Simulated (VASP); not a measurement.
# NaF (F-43m) in VASP: a series of runs, part 2 of 3

VASP 6.6.1. The steps go on from the part before.

## 3. Single point, r2SCAN

This run uses another cell than the first one, of 16.22 Å³/atom, 1.031 times its volume.

POSCAR

```
NaF
1.0
    0.0000000000      2.5312613675      2.5312613675
    2.5312613675      0.0000000000      2.5312613675
    2.5312613675      2.5312613675      0.0000000000
Na F
1 1
Direct
    0.0000000000      0.0000000000      0.0000000000
    0.2500000000      0.2500000000      0.2500000000
```

INCAR.step1

```
PREC = Accurate ; ENCUT = 520
ISMEAR = 0 ; SIGMA = 0.01
LREAL = False ; LASPH = True
NELM = 80 ; NBANDS = 14
GGA = PE ; ALGO = Normal
EDIFF = 1E-4 ; LWAVE = True
LCHARG = False
```

INCAR.step2

```
PREC = Accurate ; ENCUT = 520
EDIFF = 1E-6 ; ISMEAR = 0
SIGMA = 0.01 ; LREAL = False
LASPH = True ; NELM = 80
ALGO = Normal ; ISIF = 2
LWAVE = False ; LCHARG = False
METAGGA = R2SCAN ; LMIXTAU = True
NBANDS = 14 ; ISTART = 1
```

KPOINTS

```
Automatic mesh
0
Gamma
  8 8 8
```

Potentials or basis: VASP PAW PBE potentials, release 64 (Na_pv, F).

Run with:

```sh
cat potpaw_PBE.64/Na_pv/POTCAR potpaw_PBE.64/F/POTCAR > POTCAR
cp INCAR.step1 INCAR
mpirun -np 1 vasp_std > vasp.out
cp INCAR.step2 INCAR
mpirun -np 1 vasp_std > vasp.out
```

Run time: 2.7 min. Hardware: 1 thread of AMD EPYC 7R13, shared host; peak memory 0.13 GiB.

Results (log left out):

```
Free energy            : -12.3215 eV
Pressure               : -0.3 GPa
Band gap on the k mesh : 6.27 eV, direct
```

Levels at points of the mesh, in eV from the valence-band top:
```tsv
k point	band 5	band 6	band 7	band 8	band 9	band 10
(0.00, 0.00, 0.00)	0.00	0.00	0.00	6.27	20.50	20.50
(0.50, 0.00, 0.00)	-0.81	-0.03	-0.03	10.54	11.78	18.06
(0.50, 0.50, 0.00)	-0.74	-0.15	-0.15	10.48	12.72	17.60
```

Caveat: the PAW data sets were made with another functional, which shifts forces and pressure a little. r2SCAN opens gaps a little over a GGA but as a rule still falls short of measured ones.

## 4. Single point, r2SCAN

This run uses another cell than the first one, of 16.22 Å³/atom, 1.031 times its volume.

POSCAR is that of step 3.

INCAR.step1

```
SYSTEM = NaF
PREC = Accurate
ENCUT = 520
ISMEAR = 0
SIGMA = 0.01
LREAL = .FALSE.
LASPH = .TRUE.
NELM = 100
NBANDS = 14
GGA = PE
ALGO = Normal
EDIFF = 1E-4
LWAVE = .TRUE.
LCHARG = .FALSE.
```

INCAR.step2

```
SYSTEM = NaF
PREC = Accurate
ENCUT = 520
EDIFF = 1E-7
ISMEAR = 0
SIGMA = 0.01
LREAL = .FALSE.
LASPH = .TRUE.
NELM = 100
ALGO = Normal
ISIF = 2
LWAVE = .FALSE.
LCHARG = .FALSE.
METAGGA = R2SCAN
LMIXTAU = .TRUE.
NBANDS = 14
ISTART = 1
```

KPOINTS

```
regular mesh
0
G
  8 8 8
  0 0 0
```

Potentials or basis: VASP PAW PBE potentials, release 64 (Na_pv, F).

Run with:

```sh
cat potpaw_PBE.64/Na_pv/POTCAR potpaw_PBE.64/F/POTCAR > POTCAR
cp INCAR.step1 INCAR
mpirun -np 1 vasp_std > vasp.out
cp INCAR.step2 INCAR
mpirun -np 1 vasp_std > vasp.out
```

OUTCAR:

```text
SYSTEM = NaF
   PREC = Accurate
   ENCUT = 520
   EDIFF = 1E-7
   ISMEAR = 0
   LREAL = .FALSE.
   LASPH = .TRUE.
   NELM = 100
   ISIF = 2
   METAGGA = R2SCAN
   ISTART = 1

 ion  position               nearest neighbor table
   1  0.000  0.000  0.000-   2 2.19   2 2.19   2 2.19   2 2.19
   2  0.250  0.250  0.250-   1 2.19   1 2.19   1 2.19   1 2.19

  LATTYP: Found a face centered cubic cell.
 ALAT       =     5.0625227350

  Lattice vectors:

 A1 = (   0.0000000000,   2.5312613675,   2.5312613675)
 A2 = (   2.5312613675,   0.0000000000,   2.5312613675)
 A3 = (   2.5312613675,   2.5312613675,   0.0000000000)

Analysis of symmetry for initial positions (statically):
=====================================================================
 Subroutine PRICEL returns:
 Original cell was already a primitive cell.

 Routine SETGRP: Setting up the symmetry group for a
 face centered cubic supercell.

 Subroutine GETGRP returns: Found 24 space group operations
 (whereof 24 operations were pure point group operations)
 out of a pool of 48 trial point group operations.

The static configuration has the point symmetry T_d .

Analysis of symmetry for dynamics (positions and initial velocities):
=====================================================================
 Subroutine PRICEL returns:
 Original cell was already a primitive cell.

 Routine SETGRP: Setting up the symmetry group for a
 face centered cubic supercell.

 Subroutine GETGRP returns: Found 24 space group operations
 (whereof 24 operations were pure point group operations)
 out of a pool of 48 trial point group operations.

The dynamic configuration has the point symmetry T_d .

 Subroutine INISYM returns: Found 24 space group operations
[... 121 lines left out ...]
   LORBIT       =      0    0 simple, 1 ext, 2 COOP (PROOUT), +10 PAW based schemes
   METAGGA = R2SCAN    functional components
   LHFCALC =     F    Hartree Fock is set to
   AEXX    =    0.0000 exact exchange contribution
   IVDW    =     0    specifies the selected vdW correction
   LEPSILON=     F    determine dielectric tensor
   LRPA    =     F    only Hartree local field effects (RPA)
 non-spin polarized calculation
 Gauss-broadening in eV      SIGMA  =   0.01
  energy-cutoff  :      520.00
  volume of cell :       32.44
 maximum number of plane-waves:       893
   NGX = 13   NGY = 13   NGZ = 13

 number of electron      13.9999982 magnetization

 Free energy of the ion-electron system (eV)
  ---------------------------------------------------
  ext. energy  EPLUGINS =         0.00000000
  ---------------------------------------------------
  free energy    TOTEN  =       -12.32153295 eV

  energy without entropy =      -12.32153295  energy(sigma->0) =      -12.32153295

 E-fermi :  -3.9146     XC(G=0):  -8.2303

 val. band max:       -3.9932835688   @ k =   0.0000   0.0000   0.0000
 cond. band min:       2.2808653027   @ k =   0.0000   0.0000   0.0000
 fundamental gap:      6.2741488715
 Fermi energy:        -3.9145890028

 k-point     1 :       0.0000    0.0000    0.0000
  band No.  band energies     occupation
      1     -23.8600      2.00000
      2     -23.4045      2.00000
      3     -23.4042      2.00000
      4     -23.4042      2.00000
      5      -3.9933      2.00000
      6      -3.9933      2.00000
      7      -3.9933      2.00000
      8       2.2809      0.00000
      9      16.5105      0.00000
     10      16.5105      0.00000
     11      16.5107      0.00000
     12      17.7703      0.00000
     13      17.7703      0.00000
     14      17.7705      0.00000
[... 377 lines left out ...]
      1     -24.3255      2.00000
      2     -23.4406      2.00000
      3     -23.4220      2.00000
      4     -22.8505      2.00000
      5      -4.6503      2.00000
      6      -4.2385      2.00000
      7      -4.0702      2.00000
      8       6.7849      0.00000
      9       8.4163      0.00000
     10      11.8550      0.00000
     11      13.7314      0.00000
     12      17.9425      0.00000
     13      18.7971      0.00000
     14      21.3612      0.00000

 [... further k-points ...]

------------------------ aborting loop because EDIFF is reached ----------------------------------------

  FORCE on cell =-STRESS in cart. coord.  units (eV):
  Direction    XX          YY          ZZ          XY          YZ          ZX
  --------------------------------------------------------------------------------------
  -------------------------------------------------------------------------------------
  Total       -0.0682554     -0.0682554     -0.0682554     -0.0000000     -0.0000000     -0.0000000
  in kB       -3.3713729     -3.3713729     -3.3713729     -0.0000000     -0.0000000     -0.0000000
  external PRESSURE =      -3.3713729 kB  Pullay stress =       0.0000000 kB

 VOLUME and BASIS-vectors are now :
 -----------------------------------------------------------------------------
  energy-cutoff  :      520.00
  volume of cell :       32.44
      direct lattice vectors                 reciprocal lattice vectors
     0.000000000  2.531261367  2.531261367    -0.197529977  0.197529977  0.197529977
     2.531261367  0.000000000  2.531261367     0.197529977 -0.197529977  0.197529977
     2.531261367  2.531261367  0.000000000     0.197529977  0.197529977 -0.197529977

 POSITION                                       TOTAL-FORCE (eV/Angst)
 -----------------------------------------------------------------------------------
      0.00000      0.00000      0.00000         0.000000      0.000000      0.000000
      1.26563      1.26563      1.26563        -0.000000     -0.000000     -0.000000
 -----------------------------------------------------------------------------------
    total drift:                                0.000019      0.000019      0.000019

  FREE ENERGIE OF THE ION-ELECTRON SYSTEM (eV)
  ---------------------------------------------------
  free  energy   TOTEN  =       -12.3215329518 eV

  energy  without entropy=      -12.3215329518  energy(sigma->0) =      -12.32153295
```

Wall time 2.9 min (1 thread of AMD EPYC 7R13, shared host); peak memory 0.13 GiB.

What came out:

| Property | Result |
| --- | --- |
| Free energy | -12.3215 eV |
| Pressure | -0.3 GPa |
| Band gap on the k mesh | 6.27 eV, direct |

Caveat: the PAW data sets were made with another functional, which shifts forces and pressure a little. r2SCAN opens gaps a little over a GGA but as a rule still falls short of measured ones.

(Part 2 of 3 ends here.)
